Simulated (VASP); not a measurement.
# Ge (Fd-3m) in VASP: notebook

The runs below take Ge through single point, relaxation of cell and atoms, with PBE0, PBEsol-based screened hybrid with 25 % exact exchange, PBE+D3(BJ).

All numbers are computed with VASP 6.6.1; they aren't measurements. Logs are shortened: lines on timing, memory, paths and dates and some standing lists are left out, and cuts for length are marked.

### 1 The cell of the first run

It takes space group Fd-3m (No. 227, cubic). The conventional cell has a = 5.681 Å, b = 5.681 Å, c = 5.681 Å, α = 90.00°, β = 90.00°, γ = 90.00°. Within 3.2 Å of Ge (site symmetry -43m) lie 4 Ge at 2.46 Å.

### 2 Single point, PBE0

File POSCAR:

```
Ge
1.0
    0.0000000000      2.8406702639      2.8406702639
    2.8406702639      0.0000000000      2.8406702639
    2.8406702639      2.8406702639      0.0000000000
Ge
2
Direct
    0.7500000000      0.7500000000      0.7500000000
    0.5000000000      0.5000000000      0.5000000000
```

File INCAR.step1:

```
PREC     = Accurate       # precision mode
ENCUT    = 520            # plane-wave cutoff, eV
EDIFF    = 1E-5           # SCF threshold, eV
ISMEAR   = -1             # smearing method
SIGMA    = 0.05           # smearing width, eV
LREAL    = F              # projectors in reciprocal space
LASPH    = T              # aspherical terms in the spheres
NELM     = 100            # most SCF steps
ALGO     = Normal         # electronic algorithm
ISIF     = 2              # what is computed and relaxed
LWAVE    = T              # write WAVECAR
LCHARG   = F              # write CHGCAR
GGA      = PE             # functional
NBANDS   = 21             # bands
```

File INCAR.step2:

```
PREC     = Accurate       # precision mode
ENCUT    = 520            # plane-wave cutoff, eV
EDIFF    = 1E-6           # SCF threshold, eV
ISMEAR   = -1             # smearing method
SIGMA    = 0.05           # smearing width, eV
LREAL    = F              # projectors in reciprocal space
LASPH    = T              # aspherical terms in the spheres
NELM     = 100            # most SCF steps
ALGO     = Normal         # electronic algorithm
ISIF     = 2              # what is computed and relaxed
LWAVE    = F              # write WAVECAR
LCHARG   = F              # write CHGCAR
GGA      = PE             # functional
LHFCALC  = T              # exact exchange
AEXX     = 0.25           # exact-exchange fraction
PRECFOCK = Normal       
ISTART   = 1            
NBANDS   = 21             # bands
```

File KPOINTS:

```
regular mesh
0
Gamma
  4 4 4
```

Potentials or basis: VASP PAW PBE potentials, release 64 (Ge_d).

The run is started by

```bash
> cat potpaw_PBE.64/Ge_d/POTCAR > POTCAR
> cp INCAR.step1 INCAR
> mpirun -np 1 vasp_std > vasp.out
> cp INCAR.step2 INCAR
> mpirun -np 1 vasp_std > vasp.out
```

OUTCAR:

```text
PREC = Accurate
   ENCUT = 520
   EDIFF = 1E-6
   ISMEAR = -1
   LREAL = F
   LASPH = T
   NELM = 100
   ISIF = 2
   GGA = PE
   LHFCALC = T
   AEXX = 0.25
   PRECFOCK = Normal
   ISTART = 1

 ion  position               nearest neighbor table
   1  0.750  0.750  0.750-   2 2.46   2 2.46   2 2.46   2 2.46
   2  0.500  0.500  0.500-   1 2.46   1 2.46   1 2.46   1 2.46

  LATTYP: Found a face centered cubic cell.
 ALAT       =     5.6813405278

  Lattice vectors:

 A1 = (   0.0000000000,   2.8406702639,   2.8406702639)
 A2 = (   2.8406702639,   0.0000000000,   2.8406702639)
 A3 = (   2.8406702639,   2.8406702639,   0.0000000000)

Analysis of symmetry for initial positions (statically):
=====================================================================
 Subroutine PRICEL returns:
 Original cell was already a primitive cell.

 Routine SETGRP: Setting up the symmetry group for a
 face centered cubic supercell.

 Subroutine GETGRP returns: Found 48 space group operations
 (whereof 24 operations were pure point group operations)
 out of a pool of 48 trial point group operations.

The static configuration has the point symmetry T_d .
 The point group associated with its full space group is O_h .

Analysis of symmetry for dynamics (positions and initial velocities):
=====================================================================
 Subroutine PRICEL returns:
 Original cell was already a primitive cell.

 Routine SETGRP: Setting up the symmetry group for a
 face centered cubic supercell.

 Subroutine GETGRP returns: Found 48 space group operations
 (whereof 24 operations were pure point group operations)
 out of a pool of 48 trial point group operations.

The dynamic configuration has the point symmetry T_d .
 The point group associated with its full space group is O_h .

 Subroutine INISYM returns: Found 48 space group operations
 (whereof 24 operations are pure point group operations),
 and found     1 'primitive' translations

----------------------------------------------------------------------------------------

                                     Primitive cell

  volume of cell :      45.8451

  direct lattice vectors                    reciprocal lattice vectors
     0.000000000  2.840670264  2.840670264    -0.176014797  0.176014797  0.176014797
     2.840670264  0.000000000  2.840670264     0.176014797 -0.176014797  0.176014797
     2.840670264  2.840670264  0.000000000     0.176014797  0.176014797 -0.176014797

  length of vectors
     4.017314413  4.017314413  4.017314413     0.304866571  0.304866571  0.304866571

  position of ions in fractional coordinates (direct lattice)
     0.750000000  0.750000000  0.750000000
     0.500000000  0.500000000  0.500000000

  ion indices of the primitive-cell ions
   primitive index   ion index
                 1           1
                 2           2

----------------------------------------------------------------------------------------

 KPOINTS: regular mesh

Automatic generation of k-mesh.
 Grid dimensions read from file:
 generate k-points for:    4    4    4

 Generating k-lattice:

  Cartesian coordinates                     Fractional coordinates (reciprocal lattice)
    -0.044003699  0.044003699  0.044003699     0.250000000  0.000000000  0.000000000
     0.044003699 -0.044003699  0.044003699     0.000000000  0.250000000  0.000000000
     0.044003699  0.044003699 -0.044003699     0.000000000  0.000000000  0.250000000

  Length of vectors
     0.076216643  0.076216643  0.076216643

  Shift w.r.t. Gamma in fractional coordinates (k-lattice)
     0.000000000  0.000000000  0.000000000

 Subroutine IBZKPT returns following result:
 ===========================================

 Found      8 irreducible k-points:

 Following reciprocal coordinates:
            Coordinates               Weight
  0.000000  0.000000  0.000000      1.000000
  0.250000  0.000000  0.000000      8.000000
  0.500000  0.000000  0.000000      4.000000
  0.250000  0.250000  0.000000      6.000000
  0.500000  0.250000  0.000000     24.000000
 -0.250000  0.250000  0.000000     12.000000
  0.500000  0.500000  0.000000      3.000000
 -0.250000  0.500000  0.250000      6.000000
   k-points           NKPTS =      8   k-points in BZ     NKDIM =     64   number of bands    NBANDS=     21
   number of dos      NEDOS =    301   number of ions     NIONS =      2
   total plane-waves  NPLWV =  27000
   dimension x,y,z NGX =    30 NGY =   30 NGZ =   30
   dimension x,y,z NGXF=    60 NGYF=   60 NGZF=   60
   ions per type =               2
   NGX,Y,Z   is equivalent  to a cutoff of  12.41, 12.41, 12.41 a.u.
   NGXF,Y,Z  is equivalent  to a cutoff of  24.83, 24.83, 24.83 a.u.
 SYSTEM =  unknown system
   PREC   = accura    normal or accurate (medium, high low for compatibility)
   ISTART =      1    job   : 0-new  1-cont  2-samecut
   ICHARG =      0    charge: 1-file 2-atom 10-const
   ISPIN  =      1    spin polarized calculation?
   LNONCOLLINEAR =      F non collinear calculations
   LSORBIT =      F    spin-orbit coupling
   LASPH  =      T    aspherical Exc in radial PAW
   ENCUT  =  520.0 eV  38.22 Ry    6.18 a.u.   7.47  7.47  7.47*2*pi/ulx,y,z
   NELM   =    100;   NELMIN=  2; NELMDL=  0     # of ELM steps
   EDIFF  = 0.1E-05   stopping-criterion for ELM
   LREAL  =      F    real-space projection
   EDIFFG = 0.1E-04   stopping-criterion for IOM
   NSW    =      0    number of steps for IOM
   IBRION =     -1    ionic relax: 0-MD 1-quasi-New 2-CG
   NFREE  =      0    steps in history (QN), initial steepest desc. (CG)
   ISIF   =      2    stress and relaxation
   ISYM   =      3    0-nonsym 1-usesym 2-fastsym
   POTIM  = 0.5000    time-step for ionic-motion
   TEBEG  =    0.0;   TEEND  =   0.0 temperature during run
   PSTRESS=    0.0 pullay stress
   NELECT =      28.0000    total number of electrons
   NUPDOWN=      -1.0000    fix difference up-down
   EMIN   =  10.00;   EMAX   =-10.00  energy-range for DOS
   EFERMI =   0.00;   METHOD = LEGACY
   ISMEAR =    -1;   SIGMA  =   0.05  broadening in eV -4-tet -1-fermi 0-gaus
   EFERMI_NEDOS =   21; number of points for ismear=-14 and -15
   IALGO  =     38    algorithm
   IMIX   =      1    mixing-type and parameters
     AMIX     =   0.40;   BMIX     =  1.00
     AMIX_MAG =   1.60;   BMIX_MAG =  1.00
  volume/ion in A,a.u.               =      22.92       154.69
  Fermi-wavevector in a.u.,A,eV,Ry     =   1.388982  2.624796 26.249334  1.929272
  Thomas-Fermi vector in A             =   2.513056
   LORBIT       =      0    0 simple, 1 ext, 2 COOP (PROOUT), +10 PAW based schemes
   GGA     = PE    functional components
   LHFCALC =     T    Hartree Fock is set to
   PRECFOCK=normal    Normal, Fast or Accurate (Low or Medium for compatibility)
   ENCUT4O =  -1.0   cutoff for four orbital integrals eV
   NKREDX  =     1    reduce k-point grid by
   NKREDY  =     1    reduce k-point grid by
   NKREDZ  =     1    reduce k-point grid by
   AEXX    =    0.2500 exact exchange contribution
   HFSCREEN=    0.0000 screening length (either q_TF or 0.3 A-1)
   HFSCREENC=   0.0000 screening length for correlation (either q_TF or 0.3 A-1)
   ENCUTFOCK=  -1.0 apply spherical cutoff to Coloumb kernel
   IVDW    =     0    specifies the selected vdW correction
   LEPSILON=     F    determine dielectric tensor
   LRPA    =     F    only Hartree local field effects (RPA)
 non-spin polarized calculation
  energy-cutoff  :      520.00
  volume of cell :       45.85
 maximum number of plane-waves:      1243
 NGX is ok and might be reduce to    30
  NGX = 24; NGY = 24; NGZ = 24

 number of electron      28.0000012 magnetization

 Free energy of the ion-electron system (eV)
  ---------------------------------------------------
  ext. energy  EPLUGINS =         0.00000000
  ---------------------------------------------------
  free energy    TOTEN  =       -11.50124809 eV

  energy without entropy =      -11.50124805  energy(sigma->0) =      -11.50124807

 E-fermi :   4.9505     XC(G=0):  -7.7779

 val. band max:        4.1907430289   @ k =   0.0000   0.0000   0.0000
 cond. band min:       5.7356629507   @ k =   0.0000   0.0000   0.0000
 fundamental gap:      1.5449199219
 Fermi energy:         4.9505037300

 k-point     1 :       0.0000    0.0000    0.0000
  band No.  band energies     occupation
      1     -23.7453      2.00000
      2     -23.7453      2.00000
      3     -23.7453      2.00000
      4     -23.7098      2.00000
      5     -23.7098      2.00000
      6     -23.5078      2.00000
[... 13 lines left out ...]
     20      15.2925      0.00000
     21      15.2925      0.00000

 k-point     2 :       0.2500    0.0000    0.0000
  band No.  band energies     occupation
      1     -23.7634      2.00000
      2     -23.7634      2.00000
      3     -23.7373      2.00000
      4     -23.6820      2.00000
      5     -23.6820      2.00000
      6     -23.5304      2.00000
[... 13 lines left out ...]
     20      14.0888      0.00000
     21      14.0888      0.00000

 k-point     3 :       0.5000    0.0000    0.0000
  band No.  band energies     occupation
      1     -23.7699      2.00000
      2     -23.7699      2.00000
      3     -23.7291      2.00000
      4     -23.6690      2.00000
      5     -23.6690      2.00000
      6     -23.5378      2.00000
[... 13 lines left out ...]
     20      17.2068      0.00000
     21      17.2953      0.00000

 k-point     4 :       0.2500    0.2500    0.0000
  band No.  band energies     occupation
      1     -23.7638      2.00000
      2     -23.7638      2.00000
      3     -23.7514      2.00000
      4     -23.6767      2.00000
      5     -23.6421      2.00000
      6     -23.5906      2.00000
[... 13 lines left out ...]
     20      16.0332      0.00000
     21      16.4121      0.00000

 k-point     5 :       0.5000    0.2500    0.0000
  band No.  band energies     occupation
      1     -23.7904      2.00000
      2     -23.7760      2.00000
      3     -23.7091      2.00000
      4     -23.6428      2.00000
      5     -23.6241      2.00000
      6     -23.6062      2.00000
[... 13 lines left out ...]
     20      17.3358      0.00000
     21      17.7853      0.00000

 k-point     6 :      -0.2500    0.2500    0.0000
  band No.  band energies     occupation
      1     -23.7858      2.00000
      2     -23.7784      2.00000
      3     -23.7033      2.00000
      4     -23.6667      2.00000
      5     -23.6398      2.00000
      6     -23.5706      2.00000
[... 13 lines left out ...]
     20      15.4196      0.00000
     21      17.9100      0.00000

 k-point     7 :       0.5000    0.5000    0.0000
  band No.  band energies     occupation
      1     -23.7796      2.00000
      2     -23.7796      2.00000
      3     -23.6951      2.00000
      4     -23.6951      2.00000
      5     -23.5983      2.00000
      6     -23.5983      2.00000
[... 13 lines left out ...]
     20      17.7017      0.00000
     21      18.7551      0.00000

 k-point     8 :      -0.2500    0.5000    0.2500
  band No.  band energies     occupation
      1     -23.7927      2.00000
      2     -23.7927      2.00000
      3     -23.6544      2.00000
      4     -23.6544      2.00000
      5     -23.6058      2.00000
      6     -23.6058      2.00000
[... 13 lines left out ...]
     20      17.1108      0.00000
     21      19.0201      0.00000

------------------------ aborting loop because EDIFF is reached ----------------------------------------

  FORCE on cell =-STRESS in cart. coord.  units (eV):
  Direction    XX          YY          ZZ          XY          YZ          ZX
  --------------------------------------------------------------------------------------
  -------------------------------------------------------------------------------------
  Total       -0.0187152     -0.0187152     -0.0187152     -0.0000000      0.0000000     -0.0000000
  in kB       -0.6540507     -0.6540507     -0.6540507     -0.0000000      0.0000000     -0.0000000
  external PRESSURE =      -0.6540507 kB  Pullay stress =       0.0000000 kB

 VOLUME and BASIS-vectors are now :
 -----------------------------------------------------------------------------
  energy-cutoff  :      520.00
  volume of cell :       45.85
      direct lattice vectors                 reciprocal lattice vectors
     0.000000000  2.840670264  2.840670264    -0.176014797  0.176014797  0.176014797
     2.840670264  0.000000000  2.840670264     0.176014797 -0.176014797  0.176014797
     2.840670264  2.840670264  0.000000000     0.176014797  0.176014797 -0.176014797

 POSITION                                       TOTAL-FORCE (eV/Angst)
 -----------------------------------------------------------------------------------
      4.26101      4.26101      4.26101         0.000000      0.000000      0.000000
      2.84067      2.84067      2.84067        -0.000000     -0.000000     -0.000000
 -----------------------------------------------------------------------------------
    total drift:                                0.000002      0.000002      0.000002

  FREE ENERGIE OF THE ION-ELECTRON SYSTEM (eV)
  ---------------------------------------------------
  free  energy   TOTEN  =       -11.5012480851 eV

  energy  without entropy=      -11.5012480463  energy(sigma->0) =      -11.50124807
```

Wall time 18 min (1 thread of Intel Xeon Platinum 8488C (Sapphire Rapids), shared host); peak memory 0.17 GiB.

What came out:

* Free energy: -11.5012 eV
* Pressure: -0.1 GPa
* Band gap on the k mesh: 1.54 eV

Caveat: the k points lie up to 0.48 Å⁻¹ apart; the PAW data sets were made with another functional, which shifts forces and pressure a little.

(Continued in part 2 of 2.)
